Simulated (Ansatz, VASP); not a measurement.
# Si5PdW in VASP and in Ansatz

```
Si Pd W
1.0
     4.40584    0.00000    0.00000
     0.00000    4.40584    0.00000
     0.00000    0.00000    5.68566
Si Pd W
5 1 1
Direct
  0.00000 0.50000 0.72896
  0.50000 0.00000 0.72896
  0.00000 0.50000 0.27104
  0.50000 0.00000 0.27104
  0.50000 0.50000 0.00000
  0.00000 0.00000 0.00000
  0.00000 0.00000 0.50000
```

Alike in both runs: functional PBE; k mesh 8 × 8 × 6; occupations gaussian, width 0.1 eV; no spin polarisation.

Ansatz relaxed the structure, and its values are those at the end. VASP's run is a single point on that final structure, the one shown.

|  | VASP | Ansatz |
| --- | --- | --- |
| version | VASP 6.6.1 | Ansatz 0.2.0 |
| potentials or method | VASP PAW PBE potentials, release 64 (Si, Pd, W_sv), cutoff 520 eV | scalar-relativistic, plane waves, PAW |
| valence electrons in the cell | 44 | 52 |

VASP gave:

| Quantity | Value |
| --- | --- |
| gap on the k mesh at the Fermi level (eV) | none |
| pressure (GPa) | 0.0 |
| rms of the force components (eV/Å) | 0.004 |

Question: Which values does Ansatz return?

Answer: gap on the k mesh at the Fermi level (eV): none; pressure (GPa): 0.0; rms of the force components (eV/Å): 0.001.

A gap of «none» marks a metal or a gap that the smearing closes. With one functional, cell and mesh, what is left measures potentials, basis and numerics. VASP's potentials hold 44 valence electrons a cell and Ansatz's 52, so a difference there can come from the potentials and not from the codes.

Neither program's run includes spin-orbit coupling.
